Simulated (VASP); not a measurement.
# AlW17S35 (a cell with a defect) in VASP: single point with PBE

Aim: the single point of AlW17S35 (a cell with a defect) with PBE.

Everything below comes from runs of VASP 6.6.1. Logs are shortened: lines on timing, memory, paths and dates and some standing lists are left out, and cuts for length are marked.

### 1 The cell of the first run

The cell holds a defect, 53 atoms: a = 9.381 Å, b = 9.381 Å, c = 12.165 Å, α = 90.00°, β = 90.00°, γ = 120.00°.

### 2 Single point, PBE, collinear spin

Input file INCAR:

```
PREC = Accurate ; ENCUT = 400
EDIFF = 1E-6 ; ISMEAR = -1
SIGMA = 0.01 ; LREAL = Auto
LASPH = T ; NELM = 200
ALGO = Normal ; ISIF = 2
LWAVE = F ; LCHARG = T
ISPIN = 2 ; MAGMOM = 0.02 0.14 0.01 0.09 0.01 0.08 0.03 0.14 0.01 0.01 0.11 0.02 0.07 0.02 0.08 0.01 0.11 0.02 0 0.02 0 0 0 0 0 0.02 0 0.01 0.01 0 0.01 0 0.03 0 0.03 0 0.02 0.01 0.01 0 0.02 0 0.02 0.01 0.03 0 0.03 0 0.02 0.01 0.01 0.01 0.01
LORBIT = 11 ; NUPDOWN = 2.0
LMAXMIX = 4 ; GGA = PE
LELF = T ; LVHAR = T
NBANDS = 262 ; NELECT = 450.0
GGA_COMPAT = F
```

Input file KPOINTS:

```
regular mesh
0
Gamma
  1 1 1
```

Input file POSCAR:

```
AlW17S35
1.0
    9.3812494643     -0.0000000850      0.0000000000
   -4.6906246585      8.1244003979      0.0000000000
    0.0000000000      0.0000000000     12.1647637133
W S Al
17 35 1
Direct
    0.1106835002      0.2196004945      0.2505725143
    0.2094514232      0.0981313896      0.7503940298
    0.1103553287      0.5526942186      0.2504774997
    0.2146996649      0.4426039750      0.7517301189
    0.1105275144      0.8863149179      0.2506246705
    0.2227065966      0.7801806912      0.7489020025
    0.4439375222      0.2197119322      0.2502933790
    0.5508354762      0.1019377067      0.7498943972
    0.4439248207      0.5527772849      0.2504341465
    0.4439539050      0.8863214528      0.2506220722
    0.5522225203      0.7819758452      0.7484260856
    0.7770430493      0.2194467244      0.2504896649
    0.8865663042      0.1102983551      0.7477855048
    0.7770782714      0.5528104918      0.2504380300
    0.8911179587      0.4444041653      0.7518305816
    0.7770357545      0.8862078026      0.2509188761
    0.8950662933      0.7823216298      0.7485172492
    0.1147127660      0.2201063511      0.6185891534
    0.2213956239      0.1092608217      0.1197950579
    0.1073942046      0.2189534369      0.8804382607
    0.2218151525      0.1093883543      0.3811014763
    0.1096463547      0.5539935125      0.6189516103
    0.2209059932      0.4420696625      0.1199403975
    0.1111981764      0.5580997051      0.8815857313
    0.2212842712      0.4424283798      0.3811347744
    0.1137649842      0.8886594511      0.6145981380
    0.2212582699      0.7758403475      0.1201348376
    0.1124978090      0.8910655703      0.8837001732
    0.2208585606      0.7752354859      0.3810838665
    0.5541774394      0.1089898410      0.1196778846
    0.4474831043      0.2347850873      0.8569498848
    0.5542486682      0.1093212209      0.3811584504
    0.4407522430      0.5431619619      0.6258233978
    0.5544602364      0.4422059623      0.1196277672
    0.4363068673      0.5611335591      0.8846365749
    0.5541214299      0.4418204330      0.3811261679
    0.4408509756      0.8888306475      0.6149583679
    0.5547287506      0.7759243671      0.1201823152
    0.4452691709      0.8910855265      0.8820259781
    0.5540715244      0.7752134079      0.3814557235
    0.7692333279      0.2207640466      0.6190254916
    0.8874793992      0.1086757951      0.1201927265
    0.7744549772      0.2189901878      0.8795750577
    0.8877560193      0.1091832622      0.3813429165
    0.7703312052      0.5462730633      0.6249471862
    0.8877191995      0.4421423344      0.1198690021
    0.7900587531      0.5631938347      0.8846082001
    0.8876336179      0.4422571710      0.3811444170
    0.7758971497      0.8856629792      0.6179941227
    0.8877650090      0.7760693926      0.1202130343
    0.7765333472      0.8878505575      0.8779323855
    0.8875167285      0.7752506285      0.3812502903
    0.5744872487      0.4832278088      0.7640628878
```

Potentials or basis: VASP PAW PBE potentials, release 64 (W_sv, S, Al).

Command:

```
$ cat potpaw_PBE.64/W_sv/POTCAR potpaw_PBE.64/S/POTCAR potpaw_PBE.64/Al/POTCAR > POTCAR
$ mpirun -np 1 vasp_gam > vasp.out
```

OUTCAR:

```text
PREC = Accurate
   ENCUT = 400
   EDIFF = 1E-6
   ISMEAR = -1
   LREAL = Auto
   LASPH = T
   NELM = 200
   ISIF = 2
   ISPIN = 2
   LORBIT = 11
   NUPDOWN = 2.0
   GGA = PE
   NELECT = 450.0

 ion  position               nearest neighbor table
   1  0.111  0.220  0.251-  21 2.40  19 2.40  23 2.41  25 2.41  42 2.41  44 2.41   7 3.13   5 3.13
                             9 3.13   3 3.13  16 3.13  12 3.13
   2  0.209  0.098  0.750-  31 2.33  28 2.34  26 2.37  18 2.38  20 2.41  17 2.96   6 3.05  13 3.09
                             8 3.18   4 3.21
   3  0.110  0.553  0.250-  23 2.40  25 2.40  29 2.41  46 2.41  27 2.41  48 2.41   1 3.13  12 3.13
                            14 3.13   9 3.13   5 3.13  10 3.13
   4  0.215  0.443  0.752-  24 2.38  22 2.39  33 2.39  20 2.40  35 2.42  18 2.43  15 3.04  13 3.10
                             6 3.13  11 3.18  53 3.21   2 3.21
   5  0.111  0.886  0.251-  27 2.40  29 2.40  50 2.41  21 2.41  52 2.41  19 2.41   1 3.13   7 3.13
                            10 3.13  16 3.13  14 3.13   3 3.13
   6  0.223  0.780  0.749-  26 2.41  37 2.41  24 2.42  22 2.42  39 2.43  28 2.43   2 3.05   8 3.05
                            11 3.08  17 3.08   4 3.13  15 3.13
   7  0.444  0.220  0.250-  30 2.40  32 2.40  21 2.41  19 2.41  36 2.41  34 2.41   9 3.12  14 3.13
                             1 3.13  12 3.13  10 3.13   5 3.13
   8  0.551  0.102  0.750-  31 2.32  39 2.35  41 2.39  37 2.39  43 2.41  11 3.01   6 3.05  13 3.11
                             2 3.18  15 3.20
   9  0.444  0.553  0.250-  36 2.40  34 2.40  38 2.41  25 2.41  23 2.41  40 2.41   7 3.12  14 3.13
[... 50 lines left out ...]
  51  0.777  0.888  0.878-  13 2.40  17 2.41  11 2.41
  52  0.888  0.775  0.381-  16 2.40  14 2.41   5 2.41
  53  0.574  0.483  0.764-  47 2.30  35 2.31  31 2.31  33 2.33  45 2.35  17 2.92  11 2.92  15 3.17
                             4 3.21

  LATTYP: Found a hexagonal cell.
 ALAT       =     9.3812494643
 C/A-ratio  =     1.2967103966

  Lattice vectors:

 A1 = (   9.3812494643,  -0.0000000850,   0.0000000000)
 A2 = (  -4.6906246585,   8.1244003979,   0.0000000000)
 A3 = (   0.0000000000,   0.0000000000,  12.1647637133)

Analysis of symmetry for initial positions (statically):
=====================================================================
 Subroutine PRICEL returns:
 Original cell was already a primitive cell.

 Routine SETGRP: Setting up the symmetry group for a
 hexagonal supercell.

 Subroutine GETGRP returns: Found  1 space group operations
 (whereof  1 operations were pure point group operations)
 out of a pool of 24 trial point group operations.

The static configuration has the point symmetry C_1 .

Analysis of symmetry for dynamics (positions and initial velocities):
=====================================================================
 Subroutine PRICEL returns:
 Original cell was already a primitive cell.

 Routine SETGRP: Setting up the symmetry group for a
 hexagonal supercell.

 Subroutine GETGRP returns: Found  1 space group operations
 (whereof  1 operations were pure point group operations)
 out of a pool of 24 trial point group operations.

The dynamic configuration has the point symmetry C_1 .

Analysis of structural, dynamic, and magnetic symmetry:
=====================================================================
 Subroutine PRICEL returns:
 Original cell was already a primitive cell.

 Routine SETGRP: Setting up the symmetry group for a
 hexagonal supercell.

 Subroutine GETGRP returns: Found  1 space group operations
 (whereof  1 operations were pure point group operations)
 out of a pool of 24 trial point group operations.

The overall configuration has the point symmetry C_1 .

 Subroutine INISYM returns: Found  1 space group operations
 (whereof  1 operations are pure point group operations),
 and found     1 'primitive' translations

----------------------------------------------------------------------------------------

                                     Primitive cell

  volume of cell :     927.1621

[... 156 lines left out ...]
 SYSTEM =  unknown system
   PREC   = accura    normal or accurate (medium, high low for compatibility)
   ISTART =      0    job   : 0-new  1-cont  2-samecut
   ICHARG =      2    charge: 1-file 2-atom 10-const
   ISPIN  =      2    spin polarized calculation?
   LNONCOLLINEAR =      F non collinear calculations
   LSORBIT =      F    spin-orbit coupling
   LASPH  =      T    aspherical Exc in radial PAW
   ENCUT  =  400.0 eV  29.40 Ry    5.42 a.u.  15.30 15.30 19.84*2*pi/ulx,y,z
   NELM   =    200;   NELMIN=  2; NELMDL= -5     # of ELM steps
   EDIFF  = 0.1E-05   stopping-criterion for ELM
   LREAL  =      T    real-space projection
   EDIFFG = 0.1E-04   stopping-criterion for IOM
   NSW    =      0    number of steps for IOM
   IBRION =     -1    ionic relax: 0-MD 1-quasi-New 2-CG
   NFREE  =      0    steps in history (QN), initial steepest desc. (CG)
   ISIF   =      2    stress and relaxation
   ISYM   =      2    0-nonsym 1-usesym 2-fastsym
   POTIM  = 0.5000    time-step for ionic-motion
   TEBEG  =    0.0;   TEEND  =   0.0 temperature during run
   PSTRESS=    0.0 pullay stress
   NELECT =     450.0000    total number of electrons
   NUPDOWN=       2.0000    fix difference up-down
   EMIN   =  10.00;   EMAX   =-10.00  energy-range for DOS
   EFERMI =   0.00;   METHOD = LEGACY
   ISMEAR =    -1;   SIGMA  =   0.01  broadening in eV -4-tet -1-fermi 0-gaus
   EFERMI_NEDOS =   21; number of points for ismear=-14 and -15
   IALGO  =     38    algorithm
   IMIX   =      4    mixing-type and parameters
     AMIX     =   0.40;   BMIX     =  1.00
     AMIX_MAG =   1.60;   BMIX_MAG =  1.00
  volume/ion in A,a.u.               =      17.49       118.05
  Fermi-wavevector in a.u.,A,eV,Ry     =   1.286551  2.431229 22.520557  1.655214
  Thomas-Fermi vector in A             =   2.418619
   LORBIT       =     11    0 simple, 1 ext, 2 COOP (PROOUT), +10 PAW based schemes
   GGA     = PE    functional components
   LHFCALC =     F    Hartree Fock is set to
   AEXX    =    0.0000 exact exchange contribution
   IVDW    =     0    specifies the selected vdW correction
   LEPSILON=     F    determine dielectric tensor
   LRPA    =     F    only Hartree local field effects (RPA)
 spin polarized calculation
  energy-cutoff  :      400.00
  volume of cell :      927.16
 maximum number of plane-waves:      8432
 NGX is ok and might be reduce to    64
   NGX = 31   NGY = 31   NGZ = 39

 number of electron     450.0000024 magnetization       1.9999574

 Free energy of the ion-electron system (eV)
  ---------------------------------------------------
  ext. energy  EPLUGINS =         0.00000000
  ---------------------------------------------------
  free energy    TOTEN  =      -412.08965057 eV

  energy without entropy =     -412.08881521  energy(sigma->0) =     -412.08923289

 E-fermi :   7.4541     XC(G=0): -10.9781

 val. band max:        7.5641366124   @ k =   0.0000   0.0000   0.0000
 cond. band min:       7.5803336845   @ k =   0.0000   0.0000   0.0000
 fundamental gap:      0.0161970721
 Fermi energy:         7.6136816633

 spin component 1

 k-point     1 :       0.0000    0.0000    0.0000
  band No.  band energies     occupation
      1     -67.0368      1.00000
      2     -67.0257      1.00000
      3     -67.0093      1.00000
      4     -66.9932      1.00000
      5     -66.9847      1.00000
      6     -66.9192      1.00000
[... 229 lines left out ...]
    236       9.3058      0.00000
    237       9.3220      0.00000
 Fermi energy:         7.4541054679

 spin component 2

 k-point     1 :       0.0000    0.0000    0.0000
  band No.  band energies     occupation
      1     -66.9903      1.00000
      2     -66.9736      1.00000
      3     -66.9468      1.00000
      4     -66.9273      1.00000
      5     -66.9083      1.00000
      6     -66.8899      1.00000
[... 229 lines left out ...]
    236       9.3576      0.00000
    237       9.3756      0.00000
 [bands above 237 left out]

------------------------ aborting loop because EDIFF is reached ----------------------------------------

  FORCE on cell =-STRESS in cart. coord.  units (eV):
  Direction    XX          YY          ZZ          XY          YZ          ZX
  --------------------------------------------------------------------------------------
  -------------------------------------------------------------------------------------
  Total       36.9810175     34.3653763     -3.1673792     -0.0249285     -0.9723319      0.1466657
  in kB       63.9048411     59.3848970     -5.4733719     -0.0430776     -1.6802327      0.2534448
  external PRESSURE =      39.2721221 kB  Pullay stress =       0.0000000 kB

 VOLUME and BASIS-vectors are now :
 -----------------------------------------------------------------------------
  energy-cutoff  :      400.00
  volume of cell :      927.16
      direct lattice vectors                 reciprocal lattice vectors
     9.381249464 -0.000000085  0.000000000     0.106595610  0.061543003  0.000000000
    -4.690624658  8.124400398  0.000000000     0.000000001  0.123086007  0.000000000
     0.000000000  0.000000000 12.164763713     0.000000000  0.000000000  0.082204638

 POSITION                                       TOTAL-FORCE (eV/Angst)
 -----------------------------------------------------------------------------------
      0.00829      1.78412      3.04816        -0.173161      0.106355     -0.022039
      1.50462      0.79726      9.12837         0.434624      0.688711      0.489014
     -1.55721      4.49031      3.04700        -0.178010      0.137270     -0.035018
     -0.06194      3.59589      9.14462         0.002028     -0.247880      0.007307
     -3.12048      7.20078      3.04879        -0.152789      0.100232     -0.011822
     -1.57027      6.33850      9.11022         0.004443     -0.025961     -0.032611
[... 45 lines left out ...]
      4.68961      6.29845      4.63782         0.122096     -0.056304     -0.414885
      3.12277      3.92594      9.29464        -0.011768      0.448193     -0.191884
 -----------------------------------------------------------------------------------
    total drift:                                0.005454      0.012615     -0.009093

  FREE ENERGIE OF THE ION-ELECTRON SYSTEM (eV)
  ---------------------------------------------------
  free  energy   TOTEN  =      -412.0896505730 eV

  energy  without entropy=     -412.0888152064  energy(sigma->0) =     -412.08923289

 total charge

# of ion       s       p       d       tot
------------------------------------------
    1        2.316   6.333   3.401  12.050
    2        2.331   6.320   3.406  12.056
    3        2.317   6.333   3.402  12.052
    4        2.323   6.333   3.383  12.040
    5        2.316   6.333   3.403  12.051
    6        2.321   6.326   3.397  12.044
[... 45 lines left out ...]
   52        1.361   2.360   0.000   3.721
   53        0.352   0.383   0.000   0.735
--------------------------------------------------
tot         87.391 190.662  57.785 335.837

 magnetization (x)

# of ion       s       p       d       tot
------------------------------------------
    1        0.001   0.000   0.029   0.030
    2        0.003   0.005   0.160   0.168
    3        0.002   0.000   0.014   0.016
    4        0.001   0.003   0.108   0.113
    5        0.001   0.000   0.013   0.014
    6        0.003   0.001   0.097   0.102
[... 45 lines left out ...]
   52        0.001   0.003   0.000   0.004
   53        0.002   0.001   0.000   0.003
--------------------------------------------------
tot          0.057   0.287   1.151   1.494
```

Wall time 24 min (1 thread of AMD EPYC 7R13, shared host); peak memory 0.93 GiB.

What came out:

```
Free energy                                           : -412.0897 eV
Largest force                                         : 0.950 eV/Å
Net moment                                            : 2.00 μB per cell
Site moments                                          : W +0.03, +0.17, +0.02, +0.11, +0.01, +0.10, +0.04, +0.14, +0.08, +0.13 (each value once); S +0.01, +0.00, -0.00, +0.02, +0.03 (each value once); Al +0.00 μB
Valence electrons inside the program's atomic spheres : W 12.05, 12.06, 12.04, 12.03 (each value once); S 3.72, 3.71, 3.75, 3.73, 3.74 (each value once); Al 0.73
```

Forces in eV/Å, atoms in the order of the input:
```
W   -0.173  0.106 -0.022
W    0.435  0.689  0.489
W   -0.178  0.137 -0.035
W    0.002 -0.248  0.007
W   -0.153  0.100 -0.012
W    0.004 -0.026 -0.033
W   -0.168  0.146 -0.007
W   -0.046  0.147  0.486
W   -0.193  0.079 -0.051
W   -0.207  0.090 -0.002
W    0.417 -0.217  0.069
W   -0.237  0.129 -0.018
W    0.162 -0.586 -0.028
W   -0.176  0.066 -0.050
W    0.452 -0.373  0.004
W   -0.178  0.108  0.018
W   -0.247 -0.138  0.117
S   -0.218  0.224  0.321
S    0.128 -0.050  0.387
S   -0.064  0.010 -0.587
S    0.107 -0.052 -0.369
S   -0.092  0.062  0.616
S    0.070 -0.059  0.447
S   -0.045 -0.029 -0.307
S    0.099 -0.037 -0.421
S   -0.099 -0.134  0.381
S    0.086 -0.062  0.418
S   -0.133 -0.324 -0.508
S    0.093 -0.031 -0.494
S    0.061 -0.032  0.398
S    0.003 -0.285 -0.303
S    0.059 -0.050 -0.389
S    0.090  0.106  0.204
S    0.085 -0.096  0.408
S    0.223  0.018 -0.317
S    0.101 -0.064 -0.362
S   -0.013 -0.047  0.398
S    0.072 -0.048  0.433
S   -0.031 -0.116 -0.446
S    0.066 -0.063 -0.441
S    0.082  0.253  0.277
S    0.104 -0.026  0.407
S   -0.114  0.132 -0.535
S    0.098 -0.050 -0.430
S   -0.280  0.044  0.162
S    0.103 -0.069  0.446
S   -0.272 -0.080 -0.201
S    0.073 -0.033 -0.429
S   -0.097  0.175  0.508
S    0.101 -0.059  0.437
S   -0.074  0.270 -0.437
S    0.122 -0.056 -0.415
Al  -0.012  0.448 -0.192
```

Caveat: the k points lie up to 0.77 Å⁻¹ apart; the cell carries a net charge on a neutralising background, which shifts energy and pressure; the cell is charged against a uniform background, so pressure and absolute levels hang on convention; spin-orbit coupling is left out, which moves the levels of the heavy elements; the total moment is fixed, so each spin has its own Fermi level and the state may be an excited one.
